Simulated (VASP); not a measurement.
Input of a VASP 6.6.1 run:

INCAR

```
SYSTEM = Al
PREC     = Accurate       ! precision mode
ENCUT    = 520            ! plane-wave cutoff, eV
EDIFF    = 1E-6           ! SCF threshold, eV
ISMEAR   = 0              ! smearing method
SIGMA    = 0.15           ! smearing width, eV
LREAL    = .False.        ! projectors in reciprocal space
LASPH    = .True.         ! aspherical terms in the spheres
NELM     = 60             ! most SCF steps
ALGO     = Fast           ! electronic algorithm
ISIF     = 2              ! what is computed and relaxed
LWAVE    = .False.        ! write WAVECAR
LCHARG   = .False.        ! write CHGCAR
GGA      = CA             ! functional
NBANDS   = 10             ! bands
```

Contents of KPOINTS:

```
regular mesh
0
Gamma
  18 18 10
  0 0 0
```

POSCAR

```
Al
1.0
    2.9986000000      0.0000000000      0.0000000000
   -1.4993000000      2.5968637758      0.0000000000
    0.0000000000      0.0000000000      4.6862330202
Al
2
Direct
    0.6666666667      0.3333333333      0.7500000000
    0.3333333333      0.6666666667      0.2500000000
```

Potentials or basis: VASP PAW LDA potentials, release 64 (Al).

Launch:

```console
$ cat potpaw_LDA.64/Al/POTCAR > POTCAR
$ mpirun -np 1 vasp_std > vasp.out
```

(1) What does it give for the band gap on the k mesh?

(2) Estimate the pressure.

Results:

(1) zero (bands 3 and 4 overlap by 7.70 eV).

(2) -7.8 GPa.

Caveat: the cell stands under tension.
